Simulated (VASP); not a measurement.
Set up this calculation in VASP 6.6.1, as the native input.

- Task: electric field gradients
- Functional: LDA
- Potentials or basis: VASP PAW LDA potentials, release 64 (In_d)
- Cutoff: 520 eV
- k mesh: 14 × 14 × 14
- Occupations: fermi-dirac, width 0.05 eV
- Spin: no spin polarisation
- Dipole correction: no
- Further INCAR settings: ALGO = Normal; EDIFF = 1e-08; NBANDS = 12

The structure of In lies in POSCAR:

```
In
1.0
   -1.6580433912      1.6580433912      2.5224711420
    1.6580433912     -1.6580433912      2.5224711420
    1.6580433912      1.6580433912     -2.5224711420
In
1
Direct
    0.0000000000      0.0000000000      0.0000000000
```

This cell differs from its parent crystal: volume scaled by 1.06.

The input as run:

INCAR

```
SYSTEM = In
ALGO = Normal ; EDIFF = 1E-8
ENCUT = 520 ; GGA = CA
ISIF = 2 ; ISMEAR = -1
LASPH = .True. ; LCHARG = .False.
LEFG = .True. ; LREAL = .False.
LWAVE = .False. ; NBANDS = 12
NELM = 80 ; PREC = Accurate
SIGMA = 0.05
```

KPOINTS

```
k-points
0
Gamma
  14 14 14
  0 0 0
```

Potentials or basis: VASP PAW LDA potentials, release 64 (In_d).

Run with:

```console
$ cat potpaw_LDA.64/In_d/POTCAR > POTCAR
$ mpirun -np 1 vasp_std > vasp.out
```

It gave:

The pressure is -4.5 GPa.

Caveat: without QUAD_EFG the Cq values of the log hold for a quadrupole moment of 1 mb, not for the nuclei.

It took 41 s on 1 thread of AMD EPYC 9R45 96-Core Processor (Zen 5), on a shared host, peak memory 0.16 GiB.
